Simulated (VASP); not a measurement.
Wanted: the native input for a VASP 6.6.1 run.

| Property | Result |
| --- | --- |
| Task | single point |
| Functional | PBE |
| Potentials or basis | VASP PAW PBE potentials, release 64 (B, H, As) |
| Cutoff | 520 eV |
| k mesh | 12 × 12 × 10 |
| Occupations | gaussian, width 0.1 eV |
| Spin | no spin polarisation |
| Dipole correction | no |
| Further INCAR settings | ALGO = Normal; EDIFF = 1e-06; NBANDS = 14 |

The structure of B2AsH2 lies in POSCAR:

```
B2AsH2
1.0
    3.5064286644      0.0000000000      0.0000000000
    0.0000000000      3.5064286644      0.0000000000
    0.0000000000      0.0000000000      4.1268050937
B H As
2 2 1
Direct
    0.0000000000      0.0000000000      0.3027763414
    0.0000000000      0.0000000000      0.6972236586
    0.5000000000      0.5000000000      0.9012781207
    0.5000000000      0.5000000000      0.0987218793
    0.5000000000      0.5000000000      0.5000000000
```

The cell was generated, and may not be a known phase.

The input as run:

INCAR

```
SYSTEM = B2AsH2
PREC     = Accurate       ! precision mode
ENCUT    = 520            ! plane-wave cutoff, eV
EDIFF    = 1E-6           ! SCF threshold, eV
ISMEAR   = 0              ! smearing method
SIGMA    = 0.1            ! smearing width, eV
LREAL    = .FALSE.        ! projectors in reciprocal space
LASPH    = .TRUE.         ! aspherical terms in the spheres
NELM     = 100            ! most SCF steps
ALGO     = Normal         ! electronic algorithm
ISIF     = 2              ! what is computed and relaxed
LWAVE    = .FALSE.        ! write WAVECAR
LCHARG   = .TRUE.         ! write CHGCAR
GGA      = PE             ! functional
LELF     = .TRUE.         ! ELF
LVHAR    = .TRUE.       
NBANDS   = 14             ! bands
```

KPOINTS

```
Automatic mesh
0
G
  12 12 10
  0 0 0
```

Potentials or basis: VASP PAW PBE potentials, release 64 (B, H, As).

The run is started by

```bash
$ cat potpaw_PBE.64/B/POTCAR potpaw_PBE.64/H/POTCAR potpaw_PBE.64/As/POTCAR > POTCAR
$ mpirun -np 1 vasp_std > vasp.out
```

Results of the run:

```yaml
Pressure: 0.1 GPa
Largest_force: 0.033 eV/Å
Band_gap_on_the_k_mesh: zero (an odd number of electrons rules out a gap without spin polarisation)
```

Caveat: an odd number of electrons without spin polarisation forces a metal; a magnetic or distorted state may lie lower.

It took 57 s on 1 thread of Intel(R) Xeon(R) 6975P-C (Granite Rapids), with other jobs on the host, peak memory 0.25 GiB.
